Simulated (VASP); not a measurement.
# MnS: single point with PBE

MnS:

```xyz
4
Lattice="3.9760 0.0000 0.0000 -1.9880 3.4433 0.0000 0.0000 0.0000 6.4320" Properties=species:S:1:pos:R:3 pbc="T T T"
Mn    0.0000    2.2955    0.0000
Mn    1.9880    1.1478    3.2160
S     0.0000    2.2955    2.4763
S     1.9880    1.1478    5.6923
```

```
Program                : VASP 6.6.1
Task                   : single point
Functional             : PBE
Potentials or basis    : VASP PAW PBE potentials, release 64 (Mn_pv, S)
Cutoff                 : 520 eV
k mesh                 : 6 × 6 × 3
Occupations            : fermi-dirac, width 0.03 eV
Spin                   : collinear spin, ferromagnetic start
Starting moments       : [1.8, 1.8, 0.0, 0.0] μB
Dipole correction      : no
Further INCAR settings : ALGO = Normal; EDIFF = 1e-06; NBANDS = 31
```

The pressure is 1.4 GPa and the largest force is 0.190 eV/Å. The net moment is 9.94 μB per cell and the site moments are Mn +4.36; S +0.10 μB. The valence electrons inside the program's atomic spheres are Mn 11.37; S 3.77.

Forces on the atoms (eV/Å):
```
Mn   0.000  0.000  0.190
Mn   0.000  0.000  0.190
S    0.000  0.000 -0.190
S    0.000  0.000 -0.190
```

Stress tensor (GPa, compression positive):
```
2.01 0.00 0.00
0.00 2.01 0.00
0.00 0.00 0.14
```

Levels at points of the mesh, in eV from the Fermi level:
Spin up:
| k point | band 21 | band 22 | band 23 | band 24 | band 25 | band 26 | band 27 | band 28 |
| --- | --- | --- | --- | --- | --- | --- | --- | --- |
| (0.00, 0.00, 0.00) | -0.73 | -0.05 | 0.19 | 0.19 | 1.00 | 2.58 | 5.67 | 5.67 |
| (0.50, 0.00, 0.00) | -2.49 | -2.22 | -1.24 | -0.95 | 3.42 | 3.57 | 4.26 | 6.26 |
Spin down:
```tsv
k point	band 12	band 13	band 14	band 15	band 16	band 17
(0.00, 0.00, 0.00)	-3.37	-3.37	-3.16	0.55	0.55	0.99
(0.50, 0.00, 0.00)	-3.46	-3.36	-3.25	0.06	0.41	0.66
```

Wall time 73 s on 1 thread of Intel(R) Xeon(R) 6975P-C (Granite Rapids) (shared host), peak memory 0.26 GiB.

Caveat: semilocal functionals often make such compounds metallic where correlation or magnetic order opens a gap, which also shifts bond lengths; only a ferromagnetic start was run, and an antiferromagnetic order may lie lower in energy. With open d or f shells a metallic result of PBE can be an artefact of self-interaction; +U or a hybrid may open a gap.
